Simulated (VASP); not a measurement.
# Ta4C3 (P4mm) in VASP: single point with PBEsol

Aim: the single point of Ta4C3 with PBEsol.

All numbers are computed with VASP 6.6.1; they aren't measurements. Logs are shortened: lines on timing, memory, paths and dates and some standing lists are left out, and cuts for length are marked.

## 1. The cell of the first run

It takes space group P4mm (No. 99, tetragonal). The conventional cell has a = 4.403 Å, b = 4.403 Å, c = 4.403 Å, α = 90.00°, β = 90.00°, γ = 90.00°. Within 2.9 Å of Ta (site symmetry 4mm) lie 4 C at 2.20 Å. Ta (site symmetry 2mm) has 4 C at 2.20 Å within 2.9 Å. Within 2.8 Å of Ta (site symmetry 4mm) lie 6 C at 2.10 to 2.30 Å. C (site symmetry 4mm) has 6 Ta at 2.10 to 2.30 Å within 2.8 Å. Within 2.9 Å of C (site symmetry 2mm) lie 6 Ta at 2.20 Å.

## 2. Single point, PBEsol (atom 4 (Ta) moved +0.100 Å towards its neighbour atom 5 (C) at 2.201 Å)

Input file INCAR:

```
SYSTEM = Ta4C3
  ALGO = Normal
  EDIFF = 1E-6
  ENCUT = 520
  GGA = PS
  ISIF = 2
  ISMEAR = 0
  LASPH = .True.
  LCHARG = .False.
  LREAL = .False.
  LWAVE = .False.
  NBANDS = 37
  NELM = 100
  PREC = Accurate
  SIGMA = 0.15
```

Input file KPOINTS:

```
k-points
0
Gamma
  10 10 10
  0 0 0
```

Input file POSCAR:

```
Ta4C3
1.0
    4.4026021986      0.0000000000      0.0000000000
    0.0000000000      4.4026021986      0.0000000000
    0.0000000000      0.0000000000      4.4026021986
Ta C
4 3
Direct
    0.0000000000      0.5000000000      0.5000000000
    0.5000000000      0.0000000000      0.5000000000
    0.5000000000      0.5000000000      0.0000000000
   -0.0227138396      0.0000000000      0.0000000000
    0.5000000000      0.0000000000      0.0000000000
    0.0000000000      0.5000000000      0.0000000000
    0.0000000000      0.0000000000      0.5000000000
```

Potentials or basis: VASP PAW PBE potentials, release 64 (Ta_pv, C).

Run with:

```bash
$ cat potpaw_PBE.64/Ta_pv/POTCAR potpaw_PBE.64/C/POTCAR > POTCAR
$ mpirun -np 1 vasp_std > vasp.out
```

OUTCAR:

```text
SYSTEM = Ta4C3
   EDIFF = 1E-6
   ENCUT = 520
   GGA = PS
   ISIF = 2
   ISMEAR = 0
   LASPH = .True.
   LREAL = .False.
   NELM = 100
   PREC = Accurate

 ion  position               nearest neighbor table
   1  0.000  0.500  0.500-   6 2.20   7 2.20   6 2.20   7 2.20   3 3.11   2 3.11   2 3.11   3 3.11
                             2 3.11   3 3.11   3 3.11   2 3.11   4 3.11   4 3.11   4 3.11   4 3.11
   2  0.500  0.000  0.500-   5 2.20   7 2.20   5 2.20   7 2.20   4 3.04   4 3.04   3 3.11   1 3.11
                             1 3.11   3 3.11   3 3.11   1 3.11   3 3.11   1 3.11   4 3.18   4 3.18
   3  0.500  0.500  0.000-   5 2.20   6 2.20   5 2.20   6 2.20   4 3.04   4 3.04   2 3.11   2 3.11
                             2 3.11   1 3.11   2 3.11   1 3.11   1 3.11   1 3.11   4 3.18   4 3.18
   4  0.977  0.000  0.000-   5 2.10   6 2.20   7 2.20   7 2.20   6 2.20   5 2.30   2 3.04   3 3.04
                             3 3.04   2 3.04   1 3.11   1 3.11   1 3.11   1 3.11   2 3.18   2 3.18
   5  0.500  0.000  0.000-   4 2.10   3 2.20   2 2.20   2 2.20   3 2.20   4 2.30
   6  0.000  0.500  0.000-   1 2.20   3 2.20   1 2.20   3 2.20   4 2.20   4 2.20
   7  0.000  0.000  0.500-   1 2.20   2 2.20   1 2.20   2 2.20   4 2.20   4 2.20

  LATTYP: Found a simple cubic cell.
 ALAT       =     4.4026021986

  Lattice vectors:

 A1 = (   4.4026021986,   0.0000000000,   0.0000000000)
 A2 = (   0.0000000000,   4.4026021986,   0.0000000000)
 A3 = (   0.0000000000,   0.0000000000,   4.4026021986)

Analysis of symmetry for initial positions (statically):
=====================================================================
 Subroutine PRICEL returns:
 Original cell was already a primitive cell.

 Routine SETGRP: Setting up the symmetry group for a
 simple cubic supercell.

 Subroutine GETGRP returns: Found  8 space group operations
 (whereof  8 operations were pure point group operations)
 out of a pool of 48 trial point group operations.

The static configuration has the point symmetry C_4v.

Analysis of symmetry for dynamics (positions and initial velocities):
=====================================================================
 Subroutine PRICEL returns:
 Original cell was already a primitive cell.

 Routine SETGRP: Setting up the symmetry group for a
 simple cubic supercell.

 Subroutine GETGRP returns: Found  8 space group operations
 (whereof  8 operations were pure point group operations)
 out of a pool of 48 trial point group operations.

The dynamic configuration has the point symmetry C_4v.

 Subroutine INISYM returns: Found  8 space group operations
 (whereof  8 operations are pure point group operations),
 and found     1 'primitive' translations

----------------------------------------------------------------------------------------

                                     Primitive cell

  volume of cell :      85.3352

  direct lattice vectors                    reciprocal lattice vectors
     4.402602199  0.000000000  0.000000000     0.227138396  0.000000000  0.000000000
     0.000000000  4.402602199  0.000000000     0.000000000  0.227138396  0.000000000
     0.000000000  0.000000000  4.402602199     0.000000000  0.000000000  0.227138396

  length of vectors
     4.402602199  4.402602199  4.402602199     0.227138396  0.227138396  0.227138396

  position of ions in fractional coordinates (direct lattice)
     0.000000000  0.500000000  0.500000000
     0.500000000  0.000000000  0.500000000
     0.500000000  0.500000000  0.000000000
     0.977286160  0.000000000  0.000000000
     0.500000000  0.000000000  0.000000000
     0.000000000  0.500000000  0.000000000
     0.000000000  0.000000000  0.500000000

  ion indices of the primitive-cell ions
   primitive index   ion index
                 1           1
                 2           2
                 3           3
                 4           4
                 5           5
                 6           6
                 7           7

----------------------------------------------------------------------------------------

 KPOINTS: k-points

Automatic generation of k-mesh.
 Grid dimensions read from file:
 generate k-points for:   10   10   10

 Generating k-lattice:

  Cartesian coordinates                     Fractional coordinates (reciprocal lattice)
     0.022713840  0.000000000  0.000000000     0.100000000  0.000000000  0.000000000
     0.000000000  0.022713840  0.000000000     0.000000000  0.100000000  0.000000000
     0.000000000  0.000000000  0.022713840     0.000000000  0.000000000  0.100000000

  Length of vectors
     0.022713840  0.022713840  0.022713840

  Shift w.r.t. Gamma in fractional coordinates (k-lattice)
     0.000000000  0.000000000  0.000000000

 Subroutine IBZKPT returns following result:
 ===========================================

 Found    126 irreducible k-points:

 Following reciprocal coordinates:
            Coordinates               Weight
  0.000000  0.000000  0.000000      1.000000
  0.100000  0.000000  0.000000      2.000000
  0.000000  0.100000  0.000000      4.000000
  0.200000  0.000000  0.000000      2.000000
  0.000000  0.200000  0.000000      4.000000
  0.300000  0.000000  0.000000      2.000000
[... 16 lines left out ...]
  0.500000  0.100000  0.000000      4.000000
  0.000000  0.500000  0.100000      4.000000
 [... further k-points ...]
   k-points           NKPTS =    126   k-points in BZ     NKDIM =    126   number of bands    NBANDS=     37
   number of dos      NEDOS =    301   number of ions     NIONS =      7
   total plane-waves  NPLWV =  46656
   dimension x,y,z NGX =    36 NGY =   36 NGZ =   36
   dimension x,y,z NGXF=    72 NGYF=   72 NGZF=   72
   ions per type =               4   3
   NGX,Y,Z   is equivalent  to a cutoff of  13.59, 13.59, 13.59 a.u.
   NGXF,Y,Z  is equivalent  to a cutoff of  27.19, 27.19, 27.19 a.u.
 SYSTEM =  Ta4C3
   PREC   = accura    normal or accurate (medium, high low for compatibility)
   ISTART =      0    job   : 0-new  1-cont  2-samecut
   ICHARG =      2    charge: 1-file 2-atom 10-const
   ISPIN  =      1    spin polarized calculation?
   LNONCOLLINEAR =      F non collinear calculations
   LSORBIT =      F    spin-orbit coupling
   LASPH  =      T    aspherical Exc in radial PAW
   ENCUT  =  520.0 eV  38.22 Ry    6.18 a.u.   8.19  8.19  8.19*2*pi/ulx,y,z
   NELM   =    100;   NELMIN=  2; NELMDL= -5     # of ELM steps
   EDIFF  = 0.1E-05   stopping-criterion for ELM
   LREAL  =      F    real-space projection
   EDIFFG = 0.1E-04   stopping-criterion for IOM
   NSW    =      0    number of steps for IOM
   IBRION =     -1    ionic relax: 0-MD 1-quasi-New 2-CG
   NFREE  =      0    steps in history (QN), initial steepest desc. (CG)
   ISIF   =      2    stress and relaxation
   ISYM   =      2    0-nonsym 1-usesym 2-fastsym
   POTIM  = 0.5000    time-step for ionic-motion
   TEBEG  =    0.0;   TEEND  =   0.0 temperature during run
   PSTRESS=    0.0 pullay stress
   NELECT =      56.0000    total number of electrons
   NUPDOWN=      -1.0000    fix difference up-down
   EMIN   =  10.00;   EMAX   =-10.00  energy-range for DOS
   EFERMI =   0.00;   METHOD = LEGACY
   ISMEAR =     0;   SIGMA  =   0.15  broadening in eV -4-tet -1-fermi 0-gaus
   EFERMI_NEDOS =   21; number of points for ismear=-14 and -15
   IALGO  =     38    algorithm
   IMIX   =      4    mixing-type and parameters
     AMIX     =   0.40;   BMIX     =  1.00
     AMIX_MAG =   1.60;   BMIX_MAG =  1.00
  volume/ion in A,a.u.               =      12.19        82.27
  Fermi-wavevector in a.u.,A,eV,Ry     =   1.422639  2.688398 27.536857  2.023902
  Thomas-Fermi vector in A             =   2.543321
   LORBIT       =      0    0 simple, 1 ext, 2 COOP (PROOUT), +10 PAW based schemes
   GGA     = PS    functional components
   LHFCALC =     F    Hartree Fock is set to
   AEXX    =    0.0000 exact exchange contribution
   IVDW    =     0    specifies the selected vdW correction
   LEPSILON=     F    determine dielectric tensor
   LRPA    =     F    only Hartree local field effects (RPA)
 non-spin polarized calculation
 Gauss-broadening in eV      SIGMA  =   0.15
  energy-cutoff  :      520.00
  volume of cell :       85.34
 maximum number of plane-waves:      2325
 NGX is ok and might be reduce to    36
   NGX = 17   NGY = 17   NGZ = 17

 number of electron      56.0000017 magnetization

 Free energy of the ion-electron system (eV)
  ---------------------------------------------------
  ext. energy  EPLUGINS =         0.00000000
  ---------------------------------------------------
  free energy    TOTEN  =       -82.69064849 eV

  energy without entropy =      -82.64866886  energy(sigma->0) =      -82.66965867

 E-fermi :   7.1883     XC(G=0): -13.1080

 val. band max:        7.1836501099   @ k =   0.4000   0.3000   0.1000
 cond. band min:       7.1945411719   @ k =   0.1000   0.5000   0.2000
 fundamental gap:      0.0108910620
 Fermi energy:         7.1883445037

 k-point     1 :       0.0000    0.0000    0.0000
  band No.  band energies     occupation
      1     -28.0439      2.00000
      2     -28.0338      2.00000
      3     -28.0338      2.00000
      4     -27.3842      2.00000
      5     -27.3828      2.00000
      6     -27.3828      2.00000
[... 29 lines left out ...]
     36      11.0481      0.00000
     37      11.9464      0.00000

 k-point     2 :       0.1000    0.0000    0.0000
  band No.  band energies     occupation
      1     -28.0356      2.00000
      2     -28.0282      2.00000
      3     -28.0282      2.00000
      4     -27.3851      2.00000
      5     -27.3829      2.00000
      6     -27.3829      2.00000
[... 29 lines left out ...]
     36      11.3236      0.00000
     37      11.9729      0.00000
[... 838 lines left out ...]
     36      10.6233      0.00000
     37      11.3044      0.00000

 k-point    24 :       0.0000    0.5000    0.1000
  band No.  band energies     occupation
      1     -27.9834      2.00000
      2     -27.9733      2.00000
      3     -27.9431      2.00000
      4     -27.4326      2.00000
      5     -27.4101      2.00000
      6     -27.3976      2.00000
[... 29 lines left out ...]
     36      10.5881      0.00000
     37      11.2293      0.00000

 [... further k-points ...]

------------------------ aborting loop because EDIFF is reached ----------------------------------------

  FORCE on cell =-STRESS in cart. coord.  units (eV):
  Direction    XX          YY          ZZ          XY          YZ          ZX
  --------------------------------------------------------------------------------------
  -------------------------------------------------------------------------------------
  Total        1.2945449      0.4355790      0.4355790     -0.0000000      0.0000000      0.0000000
  in kB       24.3052095      8.1780386      8.1780386     -0.0000000      0.0000000      0.0000000
  external PRESSURE =      13.5537622 kB  Pullay stress =       0.0000000 kB

 VOLUME and BASIS-vectors are now :
 -----------------------------------------------------------------------------
  energy-cutoff  :      520.00
  volume of cell :       85.34
      direct lattice vectors                 reciprocal lattice vectors
     4.402602199  0.000000000  0.000000000     0.227138396  0.000000000  0.000000000
     0.000000000  4.402602199  0.000000000     0.000000000  0.227138396  0.000000000
     0.000000000  0.000000000  4.402602199     0.000000000  0.000000000  0.227138396

 POSITION                                       TOTAL-FORCE (eV/Angst)
 -----------------------------------------------------------------------------------
      0.00000      2.20130      2.20130        -0.000237     -0.000000      0.000000
      2.20130      0.00000      2.20130        -0.344353     -0.000000      0.000000
      2.20130      2.20130      0.00000        -0.344353     -0.000000      0.000000
      4.30260      0.00000      0.00000         1.799053      0.000000     -0.000000
      2.20130      0.00000      0.00000        -0.834051     -0.000000      0.000000
      0.00000      2.20130      0.00000        -0.138030     -0.000000      0.000000
      0.00000      0.00000      2.20130        -0.138030     -0.000000      0.000000
 -----------------------------------------------------------------------------------
    total drift:                               -0.000124      0.000000      0.000000

  FREE ENERGIE OF THE ION-ELECTRON SYSTEM (eV)
  ---------------------------------------------------
  free  energy   TOTEN  =       -82.6906484919 eV

  energy  without entropy=      -82.6486688562  energy(sigma->0) =      -82.66965867
```

Wall time 2.4 min (1 thread of Intel Xeon 6975P-C (Granite Rapids), shared host); peak memory 0.42 GiB.

What came out:

* Free energy: -82.6906 eV
* Pressure: 1.4 GPa
* Largest force: 1.799 eV/Å
* Band gap on the k mesh: zero (bands 28 and 29 overlap by 1.04 eV)

Forces on the atoms (eV/Å):
```
Ta   0.000  0.000  0.000
Ta  -0.344  0.000  0.000
Ta  -0.344  0.000  0.000
Ta   1.799  0.000  0.000
C   -0.834  0.000  0.000
C   -0.138  0.000  0.000
C   -0.138  0.000  0.000
```

Stress tensor (GPa, compression positive):
```
2.43 0.00 0.00
0.00 0.82 0.00
0.00 0.00 0.82
```

Caveat: the cell differs from its parent crystal (atom 4 (Ta) moved +0.100 Å towards its neighbour atom 5 (C) at 2.201 Å); the PAW data sets were made with another functional, which shifts forces and pressure a little; spin-orbit coupling is left out, which moves the levels of the heavy elements.
